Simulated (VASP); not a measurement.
# CaO (P4mm) in VASP: further runs

CaO is run at these levels: LDA; tasks: single point.

Program: VASP 6.6.1. These are calculated values, not measurements. Logs are shortened: lines on timing, memory, paths and dates and some standing lists are left out, and cuts for length are marked.

## Step 1: The cell of the first run

It takes space group P4mm (No. 99, tetragonal). The conventional cell has a = 4.898 Å, b = 4.898 Å, c = 4.898 Å, α = 90.00°, β = 90.00°, γ = 90.00°. Within 3.2 Å of Ca (site symmetry 4mm) lie 6 O at 2.45 Å. Within 3.0 Å of Ca (site symmetry 4mm) lie 6 O at 2.25 to 2.65 Å. Within 3.2 Å of Ca (site symmetry 2mm) lie 6 O at 2.45 to 2.46 Å. O (site symmetry 4mm) has 6 Ca at 2.25 to 2.65 Å within 3.0 Å. Within 3.2 Å of O (site symmetry 4mm) lie 6 Ca at 2.45 Å. O (site symmetry 2mm) has 6 Ca at 2.45 Å within 3.2 Å.

## Step 2: Single point, LDA (atom 5 (O) moved -0.200 Å towards its neighbour atom 2 (Ca) at 2.449 Å)

INCAR

```
PREC = Accurate
ENCUT = 520
EDIFF = 1E-7
ISMEAR = 0
SIGMA = 0.05
LREAL = F
LASPH = T
NELM = 60
ALGO = Normal
ISIF = 2
LWAVE = F
LCHARG = T
LELF = T
LVHAR = T
NBANDS = 42
```

KPOINTS

```
Automatic mesh
0
Gamma
  6 6 6
```

POSCAR

```
CaO
1.0
    4.8980000000      0.0000000000      0.0000000000
    0.0000000000     -4.8980000000      0.0000000000
    0.0000000000      0.0000000000     -4.8980000000
Ca O
4 4
Direct
    0.0000000000      0.5000000000      0.5000000000
    0.5000000000      0.0000000000      0.5000000000
    0.5000000000      0.5000000000      0.0000000000
    0.0000000000      0.0000000000      0.0000000000
    0.5000000000      0.0000000000      0.0408329931
    0.0000000000      0.5000000000      0.0000000000
    0.0000000000      0.0000000000      0.5000000000
    0.5000000000      0.5000000000      0.5000000000
```

Potentials or basis: VASP PAW LDA potentials, release 64 (Ca_sv, O).

On the command line:

```
> cat potpaw_LDA.64/Ca_sv/POTCAR potpaw_LDA.64/O/POTCAR > POTCAR
> mpirun -np 1 vasp_std > vasp.out
```

OUTCAR:

```text
PREC = Accurate
   ENCUT = 520
   EDIFF = 1E-7
   ISMEAR = 0
   LREAL = F
   LASPH = T
   NELM = 60
   ISIF = 2

 ion  position               nearest neighbor table
   1  0.000  0.500  0.500-   6 2.45   7 2.45   8 2.45   6 2.45   7 2.45   8 2.45
   2  0.500  0.000  0.500-   5 2.25   7 2.45   8 2.45   8 2.45   7 2.45
   3  0.500  0.500  0.000-   6 2.45   8 2.45   8 2.45   6 2.45   5 2.46   5 2.46
   4  0.000  0.000  0.000-   6 2.45   7 2.45   7 2.45   6 2.45   5 2.46   5 2.46
   5  0.500  0.000  0.041-   2 2.25   3 2.46   4 2.46   3 2.46   4 2.46
   6  0.000  0.500  0.000-   1 2.45   3 2.45   4 2.45   1 2.45   4 2.45   3 2.45
   7  0.000  0.000  0.500-   1 2.45   2 2.45   4 2.45   4 2.45   1 2.45   2 2.45
   8  0.500  0.500  0.500-   1 2.45   2 2.45   3 2.45   3 2.45   2 2.45   1 2.45

  LATTYP: Found a simple cubic cell.
 ALAT       =     4.8980000000

  Lattice vectors:

 A1 = (   4.8980000000,   0.0000000000,   0.0000000000)
 A2 = (   0.0000000000,  -4.8980000000,   0.0000000000)
 A3 = (   0.0000000000,   0.0000000000,  -4.8980000000)

Analysis of symmetry for initial positions (statically):
=====================================================================
 Subroutine PRICEL returns:
 Original cell was already a primitive cell.

 Routine SETGRP: Setting up the symmetry group for a
 simple cubic supercell.

 Subroutine GETGRP returns: Found  8 space group operations
 (whereof  4 operations were pure point group operations)
 out of a pool of 48 trial point group operations.

The static configuration has the point symmetry C_2v.
 The point group associated with its full space group is C_4v.

Analysis of symmetry for dynamics (positions and initial velocities):
=====================================================================
 Subroutine PRICEL returns:
 Original cell was already a primitive cell.

 Routine SETGRP: Setting up the symmetry group for a
 simple cubic supercell.

 Subroutine GETGRP returns: Found  8 space group operations
 (whereof  4 operations were pure point group operations)
 out of a pool of 48 trial point group operations.

The dynamic configuration has the point symmetry C_2v.
 The point group associated with its full space group is C_4v.

 Subroutine INISYM returns: Found  8 space group operations
 (whereof  4 operations are pure point group operations),
 and found     1 'primitive' translations

----------------------------------------------------------------------------------------

                                     Primitive cell

  volume of cell :     117.5050

  direct lattice vectors                    reciprocal lattice vectors
     4.898000000  0.000000000  0.000000000     0.204164965  0.000000000  0.000000000
     0.000000000 -4.898000000  0.000000000     0.000000000 -0.204164965  0.000000000
     0.000000000  0.000000000 -4.898000000     0.000000000  0.000000000 -0.204164965

  length of vectors
     4.898000000  4.898000000  4.898000000     0.204164965  0.204164965  0.204164965

  position of ions in fractional coordinates (direct lattice)
     0.000000000  0.500000000  0.500000000
     0.500000000  0.000000000  0.500000000
     0.500000000  0.500000000  0.000000000
     0.000000000  0.000000000  0.000000000
     0.500000000  0.000000000  0.040832993
     0.000000000  0.500000000  0.000000000
     0.000000000  0.000000000  0.500000000
     0.500000000  0.500000000  0.500000000

  ion indices of the primitive-cell ions
   primitive index   ion index
                 1           1
                 2           2
                 3           3
                 4           4
                 5           5
                 6           6
                 7           7
                 8           8

----------------------------------------------------------------------------------------

 KPOINTS: Automatic mesh

Automatic generation of k-mesh.
 Grid dimensions read from file:
 generate k-points for:    6    6    6

 Generating k-lattice:

  Cartesian coordinates                     Fractional coordinates (reciprocal lattice)
     0.034027494  0.000000000  0.000000000     0.166666667  0.000000000  0.000000000
     0.000000000 -0.034027494  0.000000000     0.000000000  0.166666667  0.000000000
     0.000000000  0.000000000 -0.034027494     0.000000000  0.000000000  0.166666667

  Length of vectors
     0.034027494  0.034027494  0.034027494

  Shift w.r.t. Gamma in fractional coordinates (k-lattice)
     0.000000000  0.000000000  0.000000000

 Subroutine IBZKPT returns following result:
 ===========================================

 Found     40 irreducible k-points:

 Following reciprocal coordinates:
            Coordinates               Weight
  0.000000  0.000000  0.000000      1.000000
  0.166667  0.000000  0.000000      4.000000
  0.000000  0.000000  0.166667      2.000000
  0.333333  0.000000  0.000000      4.000000
  0.000000  0.000000  0.333333      2.000000
  0.500000  0.000000  0.000000      2.000000
[... 16 lines left out ...]
  0.166667  0.166667  0.166667      8.000000
  0.333333  0.166667  0.166667     16.000000
 [... further k-points ...]
   k-points           NKPTS =     40   k-points in BZ     NKDIM =     40   number of bands    NBANDS=     42
   number of dos      NEDOS =    301   number of ions     NIONS =      8
   total plane-waves  NPLWV =  46656
   dimension x,y,z NGX =    36 NGY =   36 NGZ =   36
   dimension x,y,z NGXF=    72 NGYF=   72 NGZF=   72
   ions per type =               4   4
   NGX,Y,Z   is equivalent  to a cutoff of  12.22, 12.22, 12.22 a.u.
   NGXF,Y,Z  is equivalent  to a cutoff of  24.44, 24.44, 24.44 a.u.
 SYSTEM =  unknown system
   PREC   = accura    normal or accurate (medium, high low for compatibility)
   ISTART =      0    job   : 0-new  1-cont  2-samecut
   ICHARG =      2    charge: 1-file 2-atom 10-const
   ISPIN  =      1    spin polarized calculation?
   LNONCOLLINEAR =      F non collinear calculations
   LSORBIT =      F    spin-orbit coupling
   LASPH  =      T    aspherical Exc in radial PAW
   ENCUT  =  520.0 eV  38.22 Ry    6.18 a.u.   9.11  9.11  9.11*2*pi/ulx,y,z
   NELM   =     60;   NELMIN=  2; NELMDL= -5     # of ELM steps
   EDIFF  = 0.1E-06   stopping-criterion for ELM
   LREAL  =      F    real-space projection
   EDIFFG = 0.1E-05   stopping-criterion for IOM
   NSW    =      0    number of steps for IOM
   IBRION =     -1    ionic relax: 0-MD 1-quasi-New 2-CG
   NFREE  =      0    steps in history (QN), initial steepest desc. (CG)
   ISIF   =      2    stress and relaxation
   ISYM   =      2    0-nonsym 1-usesym 2-fastsym
   POTIM  = 0.5000    time-step for ionic-motion
   TEBEG  =    0.0;   TEEND  =   0.0 temperature during run
   PSTRESS=    0.0 pullay stress
   NELECT =      64.0000    total number of electrons
   NUPDOWN=      -1.0000    fix difference up-down
   EMIN   =  10.00;   EMAX   =-10.00  energy-range for DOS
   EFERMI =   0.00;   METHOD = LEGACY
   ISMEAR =     0;   SIGMA  =   0.05  broadening in eV -4-tet -1-fermi 0-gaus
   EFERMI_NEDOS =   21; number of points for ismear=-14 and -15
   IALGO  =     38    algorithm
   IMIX   =      4    mixing-type and parameters
     AMIX     =   0.40;   BMIX     =  1.00
     AMIX_MAG =   1.60;   BMIX_MAG =  1.00
  volume/ion in A,a.u.               =      14.69        99.12
  Fermi-wavevector in a.u.,A,eV,Ry     =   1.336953  2.526474 24.319632  1.787443
  Thomas-Fermi vector in A             =   2.465539
   LORBIT       =      0    0 simple, 1 ext, 2 COOP (PROOUT), +10 PAW based schemes
   GGA     = CA    functional components
   LHFCALC =     F    Hartree Fock is set to
   AEXX    =    0.0000 exact exchange contribution
   IVDW    =     0    specifies the selected vdW correction
   LEPSILON=     F    determine dielectric tensor
   LRPA    =     F    only Hartree local field effects (RPA)
 non-spin polarized calculation
 Gauss-broadening in eV      SIGMA  =   0.05
  energy-cutoff  :      520.00
  volume of cell :      117.50
 maximum number of plane-waves:      3184
   NGX = 19   NGY = 19   NGZ = 19

 number of electron      63.9999995 magnetization

 Free energy of the ion-electron system (eV)
  ---------------------------------------------------
  ext. energy  EPLUGINS =         0.00000000
  ---------------------------------------------------
  free energy    TOTEN  =       -56.33484179 eV

  energy without entropy =      -56.33484179  energy(sigma->0) =      -56.33484179

 E-fermi :   2.0251     XC(G=0): -10.7513

 val. band max:        1.6868816607   @ k =   0.0000   0.0000   0.0000
 cond. band min:       5.1782184118   @ k =   0.0000   0.0000   0.0000
 fundamental gap:      3.4913367510
 Fermi energy:         2.0250693527

 k-point     1 :       0.0000    0.0000    0.0000
  band No.  band energies     occupation
      1     -35.6014      2.00000
      2     -35.5153      2.00000
      3     -35.4842      2.00000
      4     -35.3954      2.00000
      5     -17.2220      2.00000
      6     -17.2062      2.00000
[... 34 lines left out ...]
     41       9.1569      0.00000
     42       9.2434      0.00000

 k-point     2 :       0.1667    0.0000    0.0000
  band No.  band energies     occupation
      1     -35.5946      2.00000
      2     -35.5191      2.00000
      3     -35.4849      2.00000
      4     -35.3971      2.00000
      5     -17.2197      2.00000
      6     -17.1912      2.00000
[... 34 lines left out ...]
     41       9.2131      0.00000
     42       9.3833      0.00000

 k-point     3 :       0.0000    0.0000    0.1667
  band No.  band energies     occupation
      1     -35.5952      2.00000
      2     -35.5151      2.00000
      3     -35.4887      2.00000
      4     -35.3966      2.00000
      5     -17.2236      2.00000
      6     -17.1854      2.00000
[... 897 lines left out ...]
      4     -35.3997      2.00000
      5     -17.2578      2.00000
      6     -17.2248      2.00000
[... 34 lines left out ...]
     41       9.4038      0.00000
     42       9.4117      0.00000

 k-point    24 :       0.3333    0.1667    0.1667
  band No.  band energies     occupation
      1     -35.5679      2.00000
      2     -35.5315      2.00000
      3     -35.4909      2.00000
      4     -35.4026      2.00000
      5     -17.3064      2.00000
      6     -17.2732      2.00000
[... 34 lines left out ...]
     41       8.9900      0.00000
     42       9.0283      0.00000

 [... further k-points ...]
[... 5 lines left out ...]
  --------------------------------------------------------------------------------------
  -------------------------------------------------------------------------------------
  Total       -8.1979516     -8.1979516     -7.4815227      0.0000000      0.0000000      0.0000000
  in kB     -111.7788380   -111.7788380   -102.0103495      0.0000000      0.0000000      0.0000000
  external PRESSURE =    -108.5226752 kB  Pullay stress =       0.0000000 kB

 VOLUME and BASIS-vectors are now :
 -----------------------------------------------------------------------------
  energy-cutoff  :      520.00
  volume of cell :      117.50
      direct lattice vectors                 reciprocal lattice vectors
     4.898000000  0.000000000  0.000000000     0.204164965  0.000000000  0.000000000
     0.000000000 -4.898000000  0.000000000     0.000000000 -0.204164965  0.000000000
     0.000000000  0.000000000 -4.898000000     0.000000000  0.000000000 -0.204164965

 POSITION                                       TOTAL-FORCE (eV/Angst)
 -----------------------------------------------------------------------------------
      0.00000     -2.44900     -2.44900         0.000000      0.000000      0.070912
      2.44900      0.00000     -2.44900         0.000000      0.000000     -0.021913
      2.44900     -2.44900      0.00000         0.000000      0.000000     -0.270769
      0.00000      0.00000      0.00000         0.000000      0.000000     -0.270769
      2.44900      0.00000     -0.20000         0.000000      0.000000      0.901485
      0.00000     -2.44900      0.00000         0.000000      0.000000      0.082905
      0.00000      0.00000     -2.44900         0.000000      0.000000     -0.245925
      2.44900     -2.44900     -2.44900         0.000000      0.000000     -0.245925
 -----------------------------------------------------------------------------------
    total drift:                                0.000000     -0.000000      0.000123

  FREE ENERGIE OF THE ION-ELECTRON SYSTEM (eV)
  ---------------------------------------------------
  free  energy   TOTEN  =       -56.3348417950 eV

  energy  without entropy=      -56.3348417950  energy(sigma->0) =      -56.33484179
```

Wall time 2.8 min (1 thread of Intel Xeon 6975P-C, shared host); peak memory 0.27 GiB.

What came out:

- Free energy: -56.3348 eV
- Pressure: -10.9 GPa
- Largest force: 0.901 eV/Å
- Band gap on the k mesh: 3.49 eV

Forces in eV/Å, atoms in the order of the input:
```
Ca   0.000  0.000  0.071
Ca   0.000  0.000 -0.022
Ca   0.000  0.000 -0.271
Ca   0.000  0.000 -0.271
O    0.000  0.000  0.901
O    0.000  0.000  0.083
O    0.000  0.000 -0.246
O    0.000  0.000 -0.246
```

Levels at points of the mesh, in eV from the valence-band top:
| k point | band 30 | band 31 | band 32 | band 33 | band 34 | band 35 |
| --- | --- | --- | --- | --- | --- | --- |
| (0.00, 0.00, 0.00) | 0.00 | 0.00 | 0.00 | 3.49 | 3.55 | 3.55 |
| (0.50, 0.00, 0.00) | -0.29 | -0.29 | -0.28 | 4.51 | 4.55 | 5.71 |
| (0.00, 0.00, 0.50) | -0.34 | -0.24 | -0.24 | 4.49 | 4.55 | 5.88 |
| (0.50, 0.50, 0.00) | -0.78 | -0.77 | -0.77 | 5.79 | 6.15 | 6.15 |
| (0.00, 0.50, 0.50) | -0.85 | -0.81 | -0.70 | 5.95 | 6.18 | 6.22 |
| (0.50, 0.50, 0.50) | -1.09 | -1.09 | -1.09 | 6.58 | 6.67 | 6.67 |

Caveat: the cell differs from its parent crystal (atom 5 (O) moved -0.200 Å towards its neighbour atom 2 (Ca) at 2.449 Å).

## Step 3: Single point, LDA (atom 5 (O) moved +0.100 Å towards its neighbour atom 2 (Ca) at 2.449 Å)

INCAR

```
SYSTEM = CaO
PREC = Accurate
ENCUT = 520
EDIFF = 1E-7
ISMEAR = 0
SIGMA = 0.05
LREAL = .False.
LASPH = .True.
NELM = 80
ALGO = Normal
ISIF = 2
LWAVE = .False.
LCHARG = .True.
LELF = .True.
LVHAR = .True.
NBANDS = 42
```

KPOINTS

```
Automatic mesh
0
Gamma
  6 6 6
  0 0 0
```

POSCAR, as its differences from that of step 2:

```diff
@@ -12,3 +12,3 @@
     0.0000000000      0.0000000000      0.0000000000
-    0.5000000000      0.0000000000      0.0408329931
+    0.5000000000      0.0000000000     -0.0204164965
     0.0000000000      0.5000000000      0.0000000000
```

Potentials or basis: VASP PAW LDA potentials, release 64 (Ca_sv, O).

On the command line:

```
> cat potpaw_LDA.64/Ca_sv/POTCAR potpaw_LDA.64/O/POTCAR > POTCAR
> mpirun -np 1 vasp_std > vasp.out
```

Wall time 62 s (1 thread of Intel Xeon 6975P-C (Granite Rapids), shared host); peak memory 0.27 GiB.

The run converged. Its results:

```yaml
Free_energy: -56.3990 eV
Pressure: -11.1 GPa
Largest_force: 0.404 eV/Å
Band_gap_on_the_k_mesh: 3.48 eV
```

Forces on the atoms (eV/Å):
```
Ca   0.000  0.000 -0.036
Ca   0.000  0.000 -0.037
Ca   0.000  0.000  0.136
Ca   0.000  0.000  0.136
O    0.000  0.000 -0.404
O    0.000  0.000 -0.043
O    0.000  0.000  0.124
O    0.000  0.000  0.124
```

Stress tensor (GPa, compression positive):
```
-11.20   0.00   0.00
  0.00 -11.20   0.00
  0.00   0.00 -10.97
```

Levels at points of the mesh, in eV from the valence-band top:
| k point | band 29 | band 30 | band 31 | band 32 | band 33 | band 34 | band 35 | band 36 |
| --- | --- | --- | --- | --- | --- | --- | --- | --- |
| (0.00, 0.00, 0.00) | -0.38 | 0.00 | 0.00 | 0.00 | 3.48 | 3.50 | 3.50 | 4.12 |
| (0.50, 0.00, 0.00) | -0.30 | -0.30 | -0.30 | -0.29 | 4.51 | 4.52 | 5.89 | 5.97 |
| (0.00, 0.00, 0.50) | -0.32 | -0.32 | -0.27 | -0.27 | 4.50 | 4.52 | 5.94 | 5.94 |
| (0.50, 0.50, 0.00) | -0.84 | -0.83 | -0.82 | -0.82 | 6.06 | 6.18 | 6.18 | 6.19 |
| (0.00, 0.50, 0.50) | -0.91 | -0.84 | -0.83 | -0.77 | 6.06 | 6.18 | 6.20 | 6.33 |
| (0.50, 0.50, 0.50) | -1.12 | -1.11 | -1.11 | -1.11 | 6.67 | 6.69 | 6.69 | 6.70 |

Caveat: the cell differs from its parent crystal (atom 5 (O) moved +0.100 Å towards its neighbour atom 2 (Ca) at 2.449 Å). A k mesh can miss the band edges.
